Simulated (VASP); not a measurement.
# Ir (P3_121) in VASP: relaxation of cell and atoms with PBEsol

Aim: the relaxation of cell and atoms of Ir with PBEsol.

Everything below comes from runs of VASP 6.6.1. Logs are shortened: lines on timing, memory, paths and dates and some standing lists are left out, and cuts for length are marked.

**1. The cell of the first run**

Symmetry: P3_121, No. 152, trigonal system. Conventional cell: a = 3.546 Å, b = 3.546 Å, c = 4.023 Å, α = 90.00°, β = 90.00°, γ = 120.00°. Ir (site symmetry 2) has 2 Ir at 1.93 Å within 2.6 Å.

**2. Relaxation of cell and atoms, PBEsol**

INCAR

```
PREC = Accurate
ENCUT = 560
EDIFF = 1E-7
ISMEAR = 0
SIGMA = 0.1
LREAL = False
LASPH = True
NELM = 120
ALGO = Normal
ISIF = 3
LWAVE = False
LCHARG = False
GGA = PS
IBRION = 2
NSW = 90
EDIFFG = -0.04
GGA_COMPAT = False
NELMIN = 4
```

KPOINTS

```
regular mesh
0
Gamma
  6 6 4
```

POSCAR

```
Ir
1.0
    3.5455382034      0.0000000000      0.0000000000
   -1.7727691017      3.0705261543      0.0000000000
    0.0000000000      0.0000000000      4.0225317782
Ir
3
Direct
    0.2254000000      0.0000000000      0.3333333333
    0.0000000000      0.2254000000      0.6666666667
    0.7746000000      0.7746000000      0.0000000000
```

Potentials or basis: VASP PAW PBE potentials, release 64 (Ir_sv_GW).

On the command line:

```sh
cat potpaw_PBE.64/Ir_sv_GW/POTCAR > POTCAR
mpirun -np 1 vasp_std > vasp.out
```

OUTCAR:

```text
PREC = Accurate
   ENCUT = 560
   EDIFF = 1E-7
   ISMEAR = 0
   LREAL = False
   LASPH = True
   NELM = 120
   ISIF = 3
   GGA = PS
   IBRION = 2
   NSW = 90
   EDIFFG = -0.04
   NELMIN = 4

 ion  position               nearest neighbor table
   1  0.225  0.000  0.333-   3 1.93   2 1.93   3 2.79   3 2.79   2 2.79   2 2.79   2 3.02   3 3.02

   2  0.000  0.225  0.667-   3 1.93   1 1.93   3 2.79   3 2.79   1 2.79   1 2.79   1 3.02   3 3.02

   3  0.775  0.775  0.000-   1 1.93   2 1.93   1 2.79   2 2.79   2 2.79   1 2.79   1 3.02   2 3.02

  LATTYP: Found a hexagonal cell.
 ALAT       =     3.5455382034
 C/A-ratio  =     1.1345334749

  Lattice vectors:

 A1 = (   3.5455382034,   0.0000000000,   0.0000000000)
 A2 = (  -1.7727691017,   3.0705261543,   0.0000000000)
 A3 = (   0.0000000000,   0.0000000000,   4.0225317782)

Analysis of symmetry for initial positions (statically):
=====================================================================
 Subroutine PRICEL returns:
 Original cell was already a primitive cell.

 Routine SETGRP: Setting up the symmetry group for a
 hexagonal supercell.

 Subroutine GETGRP returns: Found  6 space group operations
 (whereof  2 operations were pure point group operations)
 out of a pool of 24 trial point group operations.

The static configuration has the point symmetry C_2 .
 The point group associated with its full space group is D_3 .

Analysis of symmetry for dynamics (positions and initial velocities):
=====================================================================
 Subroutine PRICEL returns:
 Original cell was already a primitive cell.

 Routine SETGRP: Setting up the symmetry group for a
 hexagonal supercell.

 Subroutine GETGRP returns: Found  6 space group operations
 (whereof  2 operations were pure point group operations)
 out of a pool of 24 trial point group operations.

The dynamic configuration has the point symmetry C_2 .
 The point group associated with its full space group is D_3 .

 Subroutine INISYM returns: Found  6 space group operations
 (whereof  2 operations are pure point group operations),
 and found     1 'primitive' translations

----------------------------------------------------------------------------------------

                                     Primitive cell

  volume of cell :      43.7920

  direct lattice vectors                    reciprocal lattice vectors
     3.545538203  0.000000000  0.000000000     0.282044627  0.162838541  0.000000000
    -1.772769102  3.070526154  0.000000000     0.000000000  0.325677083  0.000000000
     0.000000000  0.000000000  4.022531778     0.000000000  0.000000000  0.248599652

  length of vectors
     3.545538203  3.545538203  4.022531778     0.325677083  0.325677083  0.248599652

  position of ions in fractional coordinates (direct lattice)
     0.225400000  0.000000000  0.333333333
     0.000000000  0.225400000  0.666666667
     0.774600000  0.774600000  0.000000000

  ion indices of the primitive-cell ions
   primitive index   ion index
                 1           1
                 2           2
                 3           3

----------------------------------------------------------------------------------------

 KPOINTS: regular mesh

Automatic generation of k-mesh.
 Grid dimensions read from file:
 generate k-points for:    6    6    4

 Generating k-lattice:

  Cartesian coordinates                     Fractional coordinates (reciprocal lattice)
     0.047007438  0.027139757  0.000000000     0.166666667  0.000000000  0.000000000
     0.000000000  0.054279514  0.000000000     0.000000000  0.166666667  0.000000000
     0.000000000  0.000000000  0.062149913     0.000000000  0.000000000  0.250000000

  Length of vectors
     0.054279514  0.054279514  0.062149913

  Shift w.r.t. Gamma in fractional coordinates (k-lattice)
     0.000000000  0.000000000  0.000000000

 Subroutine IBZKPT returns following result:
 ===========================================

 Found     24 irreducible k-points:

 Following reciprocal coordinates:
            Coordinates               Weight
  0.000000  0.000000  0.000000      1.000000
  0.166667 -0.000000  0.000000      6.000000
  0.333333 -0.000000  0.000000      6.000000
  0.500000 -0.000000  0.000000      3.000000
  0.166667  0.166667  0.000000      6.000000
  0.333333  0.166667  0.000000     12.000000
[... 16 lines left out ...]
  0.333333  0.166667  0.500000     12.000000
  0.333333  0.333333  0.500000      2.000000
   k-points           NKPTS =     24   k-points in BZ     NKDIM =     24   number of bands    NBANDS=     30
   number of dos      NEDOS =    301   number of ions     NIONS =      3
   total plane-waves  NPLWV =  25088
   dimension x,y,z NGX =    28 NGY =   28 NGZ =   32
   dimension x,y,z NGXF=    56 NGYF=   56 NGZF=   64
   ions per type =               3
   NGX,Y,Z   is equivalent  to a cutoff of  13.13, 13.13, 13.23 a.u.
   NGXF,Y,Z  is equivalent  to a cutoff of  26.26, 26.26, 26.45 a.u.
 SYSTEM =  unknown system
   PREC   = accura    normal or accurate (medium, high low for compatibility)
   ISTART =      0    job   : 0-new  1-cont  2-samecut
   ICHARG =      2    charge: 1-file 2-atom 10-const
   ISPIN  =      1    spin polarized calculation?
   LNONCOLLINEAR =      F non collinear calculations
   LSORBIT =      F    spin-orbit coupling
   LASPH  =      T    aspherical Exc in radial PAW
   ENCUT  =  560.0 eV  41.16 Ry    6.42 a.u.   6.84  6.84  7.76*2*pi/ulx,y,z
   NELM   =    120;   NELMIN=  4; NELMDL= -5     # of ELM steps
   EDIFF  = 0.1E-06   stopping-criterion for ELM
   LREAL  =      F    real-space projection
   EDIFFG = -.4E-01   stopping-criterion for IOM
   NSW    =     90    number of steps for IOM
   IBRION =      2    ionic relax: 0-MD 1-quasi-New 2-CG
   NFREE  =      1    steps in history (QN), initial steepest desc. (CG)
   ISIF   =      3    stress and relaxation
   ISYM   =      2    0-nonsym 1-usesym 2-fastsym
   POTIM  = 0.5000    time-step for ionic-motion
   TEBEG  =    0.0;   TEEND  =   0.0 temperature during run
   PSTRESS=    0.0 pullay stress
   NELECT =      51.0000    total number of electrons
   NUPDOWN=      -1.0000    fix difference up-down
   EMIN   =  10.00;   EMAX   =-10.00  energy-range for DOS
   EFERMI =   0.00;   METHOD = LEGACY
   ISMEAR =     0;   SIGMA  =   0.10  broadening in eV -4-tet -1-fermi 0-gaus
   EFERMI_NEDOS =   21; number of points for ismear=-14 and -15
   IALGO  =     38    algorithm
   IMIX   =      4    mixing-type and parameters
     AMIX     =   0.40;   BMIX     =  1.00
     AMIX_MAG =   1.60;   BMIX_MAG =  1.00
  volume/ion in A,a.u.               =      14.60        98.51
  Fermi-wavevector in a.u.,A,eV,Ry     =   1.722398  3.254859 40.363770  2.966653
  Thomas-Fermi vector in A             =   2.798470
   LORBIT       =      0    0 simple, 1 ext, 2 COOP (PROOUT), +10 PAW based schemes
   GGA     = PS    functional components
   LHFCALC =     F    Hartree Fock is set to
   AEXX    =    0.0000 exact exchange contribution
   IVDW    =     0    specifies the selected vdW correction
   LEPSILON=     F    determine dielectric tensor
   LRPA    =     F    only Hartree local field effects (RPA)
 conjugate gradient relaxation of ions
 non-spin polarized calculation
 Gauss-broadening in eV      SIGMA  =   0.10
  energy-cutoff  :      560.00
  volume of cell :       43.79
 maximum number of plane-waves:      1340
   NGX = 13   NGY = 13   NGZ = 15

--------------------------------------- Ionic step        1  -------------------------------------------

 number of electron      51.0000000 magnetization

 Free energy of the ion-electron system (eV)
  ---------------------------------------------------
  ext. energy  EPLUGINS =         0.00000000
  ---------------------------------------------------
  free energy    TOTEN  =       -16.10625627 eV

  energy without entropy =      -16.09218467  energy(sigma->0) =      -16.09922047

 E-fermi :  12.7721     XC(G=0): -14.1559

 val. band max:       12.7403511503   @ k =   0.3333   0.3333   0.2500
 cond. band min:      12.7817372082   @ k =  -0.1667   0.5000   0.2500
 fundamental gap:      0.0413860579
 Fermi energy:        12.7720791541

 k-point     1 :       0.0000    0.0000    0.0000
  band No.  band energies     occupation
      1     -81.9141      2.00000
      2     -80.9553      2.00000
      3     -80.9553      2.00000
      4     -40.9353      2.00000
      5     -40.9353      2.00000
      6     -39.9061      2.00000
[... 815 lines left out ...]
  energy  without entropy=      -16.0921846671  energy(sigma->0) =      -16.09922047

--------------------------------------- Ionic step        2  -------------------------------------------

 number of electron      51.0000002 magnetization

 E-fermi :  -2.4215     XC(G=0):  -5.6879

 val. band max:       -2.4254087238   @ k =   0.5000  -0.0000   0.2500
 cond. band min:      -2.4192987291   @ k =   0.3333   0.3333   0.5000
 fundamental gap:      0.0061099947
 Fermi energy:        -2.4215281471

 k-point     1 :       0.0000    0.0000    0.0000
  band No.  band energies     occupation
      1     -94.0093      2.00000
      2     -93.8571      2.00000
      3     -93.8571      2.00000
      4     -51.0627      2.00000
      5     -51.0627      2.00000
      6     -50.9619      2.00000
[... 848 lines left out ...]
  FREE ENERGIE OF THE ION-ELECTRON SYSTEM (eV)
  ---------------------------------------------------
  free  energy   TOTEN  =       -26.5550204861 eV

  energy  without entropy=      -26.5262159353  energy(sigma->0) =      -26.54061821

[... ionic steps 4 to 12 ...]

--------------------------------------- Ionic step       13  -------------------------------------------

 number of electron      51.0000000 magnetization

------------------------ aborting loop because EDIFF is reached ----------------------------------------

  FORCE on cell =-STRESS in cart. coord.  units (eV):
  Direction    XX          YY          ZZ          XY          YZ          ZX
  --------------------------------------------------------------------------------------
  -------------------------------------------------------------------------------------
  Total       -0.2997854     -0.2997854     -0.4951087      0.0000000      0.0000000      0.0000000
  in kB       -9.6562736     -9.6562736    -15.9477549      0.0000000      0.0000000      0.0000000
  external PRESSURE =     -11.7534340 kB  Pullay stress =       0.0000000 kB
[... 59 lines left out ...]
  energy  without entropy=      -27.7837259926  energy(sigma->0) =      -27.79398419

--------------------------------------- Ionic step       15  -------------------------------------------

 number of electron      51.0000000 magnetization

 Free energy of the ion-electron system (eV)
  ---------------------------------------------------
  ext. energy  EPLUGINS =         0.00000000
  ---------------------------------------------------
  free energy    TOTEN  =       -27.80450039 eV

  energy without entropy =      -27.78424496  energy(sigma->0) =      -27.79437267

 E-fermi :   9.7643     XC(G=0): -13.5522

 val. band max:        9.7486031038   @ k =   0.3333  -0.0000   0.5000
 cond. band min:       9.7647033705   @ k =   0.1667  -0.0000   0.5000
 fundamental gap:      0.0161002666
 Fermi energy:         9.7642732950

 k-point     1 :       0.0000    0.0000    0.0000
  band No.  band energies     occupation
      1     -82.6268      2.00000
      2     -82.4947      2.00000
      3     -82.4947      2.00000
      4     -39.7575      2.00000
      5     -39.6784      2.00000
      6     -39.6784      2.00000
[... 811 lines left out ...]
  FREE ENERGIE OF THE ION-ELECTRON SYSTEM (eV)
  ---------------------------------------------------
  free  energy   TOTEN  =       -27.8045003927 eV

  energy  without entropy=      -27.7842449565  energy(sigma->0) =      -27.79437267

 reached required accuracy - stopping structural energy minimisation
```

It took 8.7 min on 1 thread of Intel Xeon Platinum 8488C (Sapphire Rapids), shared host; peak memory 0.19 GiB.

What came out:

```
Free energy                           : -27.8045 eV
Relaxed volume                        : 16.53 Å³/atom
Relaxed cell                          : a = 3.643 Å, b = 3.643 Å, c = 4.314 Å, α = 90.00°, β = 90.00°, γ = 120.00°
Space group after relaxing (to 0.1 Å) : P3_121 (No. 152)
Pressure after relaxing               : 0.0 GPa
Largest force after relaxing          : 0.010 eV/Å
Band gap on the k mesh                : zero (an odd number of electrons rules out a gap without spin polarisation)
```

Forces in eV/Å, atoms in the order of the input:
```
Ir  -0.010  0.000  0.000
Ir   0.005 -0.009  0.000
Ir   0.005  0.009  0.000
```

Stress tensor (GPa, compression positive):
```
 0.09  0.00  0.00
 0.00  0.09  0.00
 0.00  0.00 -0.27
```

Final structure:
```
Ir
1.0
     3.64270    0.00000    0.00000
    -1.82135    3.15467    0.00000
     0.00000    0.00000    4.31413
Ir
3
Direct
  0.36783 0.00000 0.33333
  0.00000 0.36783 0.66667
  0.63218 0.63218 0.00000
```

Caveat: the k points lie up to 0.36 Å⁻¹ apart in the final cell, too coarse for converged energies and pressures of a metal; the PAW data sets were made with another functional, which shifts forces and pressure a little; spin-orbit coupling is left out, which moves the levels of the heavy elements.
